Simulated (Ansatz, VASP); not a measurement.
**Si3Ge: VASP beside Ansatz**

The input POSCAR:

```
Si3Ge
1.0
    3.9123760691      0.0000000000      0.0000000000
    0.0000000000      3.9123760691      0.0000000000
    0.0000000000      0.0000000000      5.5320638552
Si Ge
3 1
Direct
    0.0000000000      0.5000000000      0.7441286147
    0.5000000000      0.0000000000      0.2558713853
    0.5000000000      0.5000000000      0.5000000000
    0.0000000000      0.0000000000      0.0000000000
```

File INCAR.step1:

```
SYSTEM = Si3Ge
PREC = Accurate ; ENCUT = 550
ISMEAR = 0 ; SIGMA = 0.02
LREAL = .False. ; LASPH = .True.
NELM = 120 ; NBANDS = 21
GGA = PE ; ALGO = Normal
EDIFF = 1E-5 ; LWAVE = .True.
LCHARG = .False. ; GGA_COMPAT = .False.
```

File INCAR.step2:

```
SYSTEM = Si3Ge
PREC = Accurate ; ENCUT = 550
EDIFF = 1E-6 ; ISMEAR = 0
SIGMA = 0.02 ; LREAL = .False.
LASPH = .True. ; NELM = 120
ALGO = Normal ; ISIF = 2
LWAVE = .False. ; LCHARG = .False.
METAGGA = R2SCAN ; LMIXTAU = .True.
NBANDS = 21 ; ISTART = 1
GGA_COMPAT = .False.
```

Contents of KPOINTS:

```
Automatic mesh
0
Gamma
  10 10 6
  0 0 0
```

Input for Ansatz:

```yaml
crystal:
  lattice:
    - [3.9123760691, 0.0, 0.0]
    - [0.0, 3.9123760691, 0.0]
    - [0.0, 0.0, 5.5320638552]
  atoms:
    - { symbol: Si, position: [0.0, 0.5, 0.7441286147] }
    - { symbol: Si, position: [0.5, 0.0, 0.2558713853] }
    - { symbol: Si, position: [0.5, 0.5, 0.5] }
    - { symbol: Ge, position: [0.0, 0.0, 0.0] }
basis:
  ecutwfc: 500
kpoints:
  mp_grid: { grid: [10, 10, 6] }
  band_path:
    path:
      - [[0.0, 0.0, 0.0], [0.0, 0.5, 0.0], [0.5, 0.5, 0.0], [0.0, 0.0, 0.0], [0.0, 0.0, 0.5], [0.0, 0.5, 0.5], [0.5, 0.5, 0.5], [0.0, 0.0, 0.5]]
      - [[0.0, 0.5, 0.0], [0.0, 0.5, 0.5]]
      - [[0.5, 0.5, 0.0], [0.5, 0.5, 0.5]]
    npoints: 14
hamiltonian:
  xc: r2scan
scf:
  occupations: { method: gaussian, width: 0.02 }
  n_extra_bands: 10
output:
  forces: true
  stress: true
  eigenvalues: true
  populations: true
  dos: { projected: true, de: 0.02, nscf_kmesh: { grid: [15, 15, 9] } }
  bader: true
  write_density: true
  write_potential: true
  elf: true
  volumetric_format: npy
```

Alike in both runs: task single point; functional r2SCAN; k mesh 10 × 10 × 6; occupations gaussian, width 0.02 eV; no spin polarisation.

|  | VASP | Ansatz |
| --- | --- | --- |
| version | VASP 6.6.1 | Ansatz 0.2.0 |
| potentials or method | VASP PAW PBE potentials, release 64 (Si, Ge_d), cutoff 550 eV | scalar-relativistic, plane waves, PAW |
| valence electrons in the cell | 26 | 26 |

```csv
,VASP,Ansatz,Ansatz less VASP
gap on the k mesh at the Fermi level (eV),0.57,0.57,-0.007
least direct gap on the mesh (eV),0.89,0.88,-0.007
pressure (GPa),-2.0,-1.8,+0.11
rms of the force components (eV/Å),0.029,0.037,+0.0076
```

VASP's potentials were made for PBE, not for r2SCAN. Atom by atom the forces differ by 0.008 eV/Å (rms over components).
